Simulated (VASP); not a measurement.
# Tl (Im-3m) in VASP: notebook

Runs on Tl. Level: r2SCAN. Tasks: single point.

Program: VASP 6.6.1. These are calculated values, not measurements. Logs are shortened: lines on timing, memory, paths and dates and some standing lists are left out, and cuts for length are marked.

### 1 The cell of the first run

It takes space group Im-3m (No. 229, cubic). The conventional cell has a = 3.912 Å, b = 3.912 Å, c = 3.912 Å, α = 90.00°, β = 90.00°, γ = 90.00°. Tl (site symmetry m-3m) has 14 Tl at 3.39 to 3.91 Å within 4.5 Å.

This isn't the form of Tl at room conditions, which is hcp.

### 2 Single point, r2SCAN, non-collinear spin, zero start, spin-orbit coupling

Contents of POSCAR:

```
Tl
1.0
   -1.9559951735      1.9559951735      1.9559951735
    1.9559951735     -1.9559951735      1.9559951735
    1.9559951735      1.9559951735     -1.9559951735
Tl
1
Direct
    0.0000000000      0.0000000000      0.0000000000
```

Contents of INCAR.step1:

```
PREC = Accurate
ENCUT = 520
ISMEAR = 0
SIGMA = 0.1
LREAL = F
LASPH = T
NELM = 150
LNONCOLLINEAR = T
MAGMOM = 0 0 0
LSORBIT = T
GGA_COMPAT = F
NBANDS = 24
GGA = PE
ALGO = Normal
EDIFF = 1E-4
LWAVE = T
LCHARG = F
```

Contents of INCAR.step2:

```
PREC = Accurate
ENCUT = 520
EDIFF = 1E-7
ISMEAR = 0
SIGMA = 0.1
LREAL = F
LASPH = T
NELM = 150
ALGO = Normal
ISIF = 2
LWAVE = F
LCHARG = F
LNONCOLLINEAR = T
MAGMOM = 0 0 0
LORBIT = 11
LSORBIT = T
GGA_COMPAT = F
LORBMOM = T
METAGGA = R2SCAN
LMIXTAU = T
NBANDS = 24
ISTART = 1
```

Contents of KPOINTS:

```
Automatic mesh
0
Gamma
  7 7 7
```

Potentials or basis: VASP PAW PBE potentials, release 64 (Tl_d).

Run with:

```console
cat potpaw_PBE.64/Tl_d/POTCAR > POTCAR
cp INCAR.step1 INCAR
mpirun -np 1 vasp_ncl > vasp.out
cp INCAR.step2 INCAR
mpirun -np 1 vasp_ncl > vasp.out
```

OUTCAR:

```text
PREC = Accurate
   ENCUT = 520
   EDIFF = 1E-7
   ISMEAR = 0
   LREAL = F
   LASPH = T
   NELM = 150
   ISIF = 2
   LNONCOLLINEAR = T
   LORBIT = 11
   LSORBIT = T
   METAGGA = R2SCAN
   ISTART = 1

 ion  position               nearest neighbor table
   1  0.000  0.000  0.000-

  LATTYP: Found a body centered cubic cell.
 ALAT       =     3.9119903470

  Lattice vectors:

 A1 = (  -1.9559951735,   1.9559951735,   1.9559951735)
 A2 = (   1.9559951735,  -1.9559951735,   1.9559951735)
 A3 = (   1.9559951735,   1.9559951735,  -1.9559951735)

Analysis of symmetry for initial positions (statically):
=====================================================================
 Subroutine PRICEL returns:
 Original cell was already a primitive cell.

 Routine SETGRP: Setting up the symmetry group for a
 body centered cubic supercell.

 Subroutine GETGRP returns: Found 48 space group operations
 (whereof 48 operations were pure point group operations)
 out of a pool of 48 trial point group operations.

The static configuration has the point symmetry O_h .

Analysis of symmetry for dynamics (positions and initial velocities):
=====================================================================
 Subroutine PRICEL returns:
 Original cell was already a primitive cell.

 Routine SETGRP: Setting up the symmetry group for a
 body centered cubic supercell.

 Subroutine GETGRP returns: Found 48 space group operations
 (whereof 48 operations were pure point group operations)
 out of a pool of 48 trial point group operations.

The dynamic configuration has the point symmetry O_h .

Analysis of structural, dynamic, and magnetic symmetry:
=====================================================================
 Subroutine PRICEL returns:
 Original cell was already a primitive cell.

 Routine SETGRP: Setting up the symmetry group for a
 body centered cubic supercell.

 Subroutine GETGRP returns: Found 48 space group operations
 (whereof 48 operations were pure point group operations)
 out of a pool of 48 trial point group operations.

The overall configuration has the point symmetry O_h .

 Subroutine INISYM returns: Found 48 space group operations
 (whereof 48 operations are pure point group operations),
 and found     1 'primitive' translations

----------------------------------------------------------------------------------------
[... 141 lines left out ...]
 Fermi energy:         6.1882839539

 k-point     1 :       0.0000    0.0000    0.0000
  band No.  band energies     occupation
      1      -7.2663      1.00000
      2      -7.2663      1.00000
      3      -7.2663      1.00000
      4      -7.2663      1.00000
      5      -5.2619      1.00000
      6      -5.2619      1.00000
[... 529 lines left out ...]
     23      24.6823      0.00000
     24      24.6823      0.00000

------------------------ aborting loop because EDIFF is reached ----------------------------------------

  FORCE on cell =-STRESS in cart. coord.  units (eV):
  Direction    XX          YY          ZZ          XY          YZ          ZX
  --------------------------------------------------------------------------------------
  -------------------------------------------------------------------------------------
  Total       -0.0724401     -0.0724401     -0.0724401      0.0000000      0.0000000      0.0000000
  in kB       -3.8772714     -3.8772714     -3.8772714      0.0000000      0.0000000      0.0000000
  external PRESSURE =      -3.8772714 kB  Pullay stress =       0.0000000 kB

 VOLUME and BASIS-vectors are now :
 -----------------------------------------------------------------------------
  energy-cutoff  :      520.00
  volume of cell :       29.93
      direct lattice vectors                 reciprocal lattice vectors
    -1.955995174  1.955995174  1.955995174     0.000000000  0.255624353  0.255624353
     1.955995174 -1.955995174  1.955995174     0.255624353  0.000000000  0.255624353
     1.955995174  1.955995174 -1.955995174     0.255624353  0.255624353  0.000000000

 POSITION                                       TOTAL-FORCE (eV/Angst)
 -----------------------------------------------------------------------------------
      0.00000      0.00000      0.00000        -0.000000      0.000000     -0.000000
 -----------------------------------------------------------------------------------
    total drift:                               -0.000000     -0.000000     -0.000000

  FREE ENERGIE OF THE ION-ELECTRON SYSTEM (eV)
  ---------------------------------------------------
  free  energy   TOTEN  =       -53.4325210861 eV

  energy  without entropy=      -53.4298270219  energy(sigma->0) =      -53.43117405

 orbital moment (x)

 # of ion     p       d       tot
 ----------------------------------------
  1         0.000  -0.000  -0.000
 ----------------------------------------
            0.000  -0.000  -0.000

 orbital moment (y)

 # of ion     p       d       tot
 ----------------------------------------
  1        -0.000   0.000  -0.000
 ----------------------------------------
           -0.000   0.000  -0.000

 orbital moment (z)

 # of ion     p       d       tot
 ----------------------------------------
  1         0.000  -0.000  -0.000
 ----------------------------------------
            0.000  -0.000  -0.000

 Spin-Orbit-Coupling matrix elements

 Ion:    1  E_soc:     -0.6391294
 l=   1
     0.0000000    -0.0594458    -0.0594458
    -0.0594458     0.0000000    -0.0594458
    -0.0594458    -0.0594458     0.0000000
 l=   2
     0.0000000    -0.0090987     0.0000000    -0.0090987    -0.0379770
    -0.0090987     0.0000000    -0.0284827    -0.0090987    -0.0094942
     0.0000000    -0.0284827     0.0000000    -0.0284827     0.0000000
    -0.0090987    -0.0090987    -0.0284827     0.0000000    -0.0094942
    -0.0379770    -0.0094942     0.0000000    -0.0094942     0.0000000
 l=   3
     0.0000000     0.0000000     0.0000000     0.0000000     0.0000000     0.0000000     0.0000000
     0.0000000     0.0000000     0.0000000     0.0000000     0.0000000     0.0000000     0.0000000
     0.0000000     0.0000000     0.0000000     0.0000000     0.0000000     0.0000000     0.0000000
     0.0000000     0.0000000     0.0000000     0.0000000     0.0000000     0.0000000     0.0000000
     0.0000000     0.0000000     0.0000000     0.0000000     0.0000000     0.0000000     0.0000000
     0.0000000     0.0000000     0.0000000     0.0000000     0.0000000     0.0000000     0.0000000
     0.0000000     0.0000000     0.0000000     0.0000000     0.0000000     0.0000000     0.0000000

 total charge

# of ion       s       p       d       tot
------------------------------------------
    1        1.179   0.398   9.624  11.202

 magnetization (x)

# of ion       s       p       d       tot
------------------------------------------
    1       -0.000  -0.000   0.000  -0.000

 magnetization (y)

# of ion       s       p       d       tot
------------------------------------------
    1       -0.000  -0.000   0.000  -0.000

 magnetization (z)

# of ion       s       p       d       tot
------------------------------------------
    1        0.000  -0.000  -0.000  -0.000
```

It took 5.7 min on 1 thread of Intel Xeon 8259CL, shared host; peak memory 0.29 GiB.

What came out:

```
Free energy                                           : -53.4325 eV
Pressure                                              : -0.4 GPa
Net moment                                            : 0.00 μB per cell
Valence electrons inside the program's atomic spheres : Tl 11.20
```

Moments on the atoms (μB; x, y, z):
```
Tl  0.00 0.00 0.00
```

Caveat: the PAW data sets were made with another functional, which shifts forces and pressure a little.

### 3 Single point, r2SCAN, non-collinear spin, zero start, spin-orbit coupling

POSCAR is that of step 2.

Contents of INCAR.step1:

```
ALGO = Normal ; EDIFF = 1E-4
ENCUT = 520 ; GGA = PE
GGA_COMPAT = False ; ISMEAR = 0
LASPH = True ; LCHARG = False
LREAL = False ; LSORBIT = True
LWAVE = True ; MAGMOM = 0 0 0
NBANDS = 24 ; NELM = 150
PREC = Accurate ; SIGMA = 0.1
```

Contents of INCAR.step2:

```
ALGO = Normal ; EDIFF = 1E-6
ENCUT = 520 ; GGA_COMPAT = False
ISIF = 2 ; ISMEAR = 0
ISTART = 1 ; LASPH = True
LCHARG = True ; LMIXTAU = True
LORBIT = 11 ; LORBMOM = True
LREAL = False ; LSORBIT = True
LVHAR = True ; LWAVE = False
MAGMOM = 0 0 0 ; METAGGA = R2SCAN
NBANDS = 24 ; NELM = 150
PREC = Accurate ; SIGMA = 0.1
```

Contents of KPOINTS:

```
k-points
0
Gamma
  9 9 9
```

Potentials or basis: VASP PAW PBE potentials, release 64 (Tl_d).

Run with:

```console
cat potpaw_PBE.64/Tl_d/POTCAR > POTCAR
cp INCAR.step1 INCAR
mpirun -np 1 vasp_ncl > vasp.out
cp INCAR.step2 INCAR
mpirun -np 1 vasp_ncl > vasp.out
```

It took 9.2 min on 1 thread of Intel Xeon 8259CL, shared host; peak memory 0.3 GiB.

Results (log left out):

```yaml
Free_energy: -53.4700 eV
Pressure: -0.2 GPa
Net_moment: 0.00 μB per cell
Valence_electrons_inside_the_program's_atomic_spheres: Tl 11.20
```

Moments on the atoms (μB; x, y, z):
```
Tl  0.00 0.00 0.00
```

Caveat: the PAW data sets were made with another functional, which shifts forces and pressure a little.
